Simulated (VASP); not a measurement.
Here is a VASP 6.6.1 calculation.

File INCAR:

```
  PREC = Accurate
  ENCUT = 520
  EDIFF = 1E-6
  ISMEAR = 0
  SIGMA = 0.05
  LREAL = F
  LASPH = T
  NELM = 80
  ALGO = Normal
  ISIF = 2
  LWAVE = F
  LCHARG = T
  GGA = PE
  LELF = T
  LVHAR = T
  NBANDS = 11
```

The input KPOINTS:

```
regular mesh
0
Gamma
  12 12 12
```

POSCAR

```
BN
1.0
    0.0000000000      1.9132368644      1.6262513348
    1.9132368644      0.0000000000      1.6262513348
    1.9132368644      1.9132368644      0.0000000000
B N
1 1
Direct
    0.0000000000      0.0000000000      0.0000000000
    0.7500000000      0.7500000000      0.7500000000
```

Potentials or basis: VASP PAW PBE potentials, release 64 (B, N).

Command:

```bash
$ cat potpaw_PBE.64/B/POTCAR potpaw_PBE.64/N/POTCAR > POTCAR
$ mpirun -np 1 vasp_std > vasp.out
```

Q: What does it give for the band gap on the k mesh?

A: 2.09 eV, indirect (least direct gap 7.43 eV).

Q: What does it give for the pressure?

A: -0.5 GPa.

Stress tensor (GPa, compression positive):
```
-26.52   0.00   0.00
  0.00 -26.52   0.00
  0.00   0.00  51.49
```

 A k mesh can miss the band edges.
